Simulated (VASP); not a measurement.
Set up this calculation in VASP 6.6.1, as the native input.

| Quantity | Value |
| --- | --- |
| Task | single point |
| Functional | BLYP |
| Dispersion | D3(BJ) |
| Potentials or basis | VASP PAW PBE potentials, release 64 (Ni) |
| Cutoff | 520 eV |
| k mesh | 13 × 13 × 13 |
| Occupations | fermi-dirac, width 0.05 eV |
| Spin | collinear spin, ferromagnetic start |
| Starting moments | [1.0] μB |
| Dipole correction | no |
| Further INCAR settings | ALGO = Normal; EDIFF = 1e-06; NBANDS = 15 |

The structure of Ni lies in POSCAR:

```
Ni
1.0
    0.0000000000      1.7396924985      1.7396924985
    1.7396924985      0.0000000000      1.7396924985
    1.7396924985      1.7396924985      0.0000000000
Ni
1
Direct
    0.0000000000      0.0000000000      0.0000000000
```

The input as run:

INCAR

```
PREC = Accurate
ENCUT = 520
EDIFF = 1E-6
ISMEAR = -1
SIGMA = 0.05
LREAL = F
LASPH = T
NELM = 150
ALGO = Normal
ISIF = 2
LWAVE = F
LCHARG = T
ISPIN = 2
MAGMOM = 1
LORBIT = 11
LMAXMIX = 4
GGA = B5
ALDAX = 1.0
AGGAX = 1.0
AGGAC = 1.0
ALDAC = 0.0
IVDW = 12
VDW_S6 = 1.0
VDW_S8 = 2.6996
VDW_A1 = 0.4298
VDW_A2 = 4.2359
LELF = T
LVHAR = T
NBANDS = 15
```

KPOINTS

```
Automatic mesh
0
Gamma
  13 13 13
```

Potentials or basis: VASP PAW PBE potentials, release 64 (Ni).

Run with:

```console
$ cat potpaw_PBE.64/Ni/POTCAR > POTCAR
$ mpirun -np 1 vasp_std > vasp.out
```

Results of the run:

```
Pressure                                              : 0.1 GPa
Net moment                                            : 0.61 μB per cell
Site moments                                          : Ni +0.62 μB
Valence electrons inside the program's atomic spheres : Ni 9.41
Dispersion energy per atom                            : -1.087 eV
```

Caveat: the PAW data sets were made with another functional, which shifts forces and pressure a little; pairwise dispersion overbinds metals, which lowers pressure and volume.

Run time: 27 s on 1 thread of Intel Xeon 8259CL, on a shared host, peak memory 0.15 GiB.
